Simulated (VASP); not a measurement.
A run of VASP 6.6.1 is set up as follows.

The input INCAR:

```
SYSTEM = Be8Te7
ALGO = Normal
EDIFF = 1E-6
ENCUT = 520
GGA = PS
ISIF = 2
ISMEAR = 0
LASPH = .True.
LCHARG = .False.
LREAL = Auto
LWAVE = .False.
NBANDS = 42
NELECT = 56.0
NELM = 100
PREC = Accurate
SIGMA = 0.05
```

The input KPOINTS:

```
k-points
0
Gamma
  4 4 4
  0 0 0
```

POSCAR

```
Be8Te7
1.0
    5.6057266001     -5.6057266001      0.0000000000
    5.6057266001      0.0000000000      5.6057266001
    0.0000000000     -5.6057266001      5.6057266001
Be Te
8 7
Direct
    0.5662066181      0.0077105972      0.5077105437
    0.5284250752     -0.0048472753     -0.0000288098
    0.5284250752      0.4999713150      0.4951526712
    0.4741884843      0.5254838864      0.0254839399
    1.0387551722     -0.0600791876      0.4399207589
    0.9564639667     -0.0121027130      0.0468577080
    0.9564638775      0.5468577436      0.4878973227
    1.0002850478      0.4884780681     -0.0115218784
    0.1527240911      0.1162899204      0.0765125613
    0.1527240019      0.5765125969      0.6162899560
    0.1047692015      0.6233182153      0.1233182689
    0.7265824380      0.1329553782      0.6329553246
    0.5899617901      0.1512473869      0.1554447018
    0.5899617009      0.6554447375      0.6512474226
    0.6340635663      0.6277592988      0.1277591740
```

Potentials or basis: VASP PAW PBE potentials, release 64 (Be, Te).

The run is started by

```console
$ cat potpaw_PBE.64/Be/POTCAR potpaw_PBE.64/Te/POTCAR > POTCAR
$ mpirun -np 1 vasp_std > vasp.out
```

(1) What does it give for the largest force?

## Answers

(1) 1.124 eV/Å.

Caveat: the cell carries a net charge on a neutralising background, which shifts energy and pressure; the PAW data sets were made with another functional, which shifts forces and pressure a little.
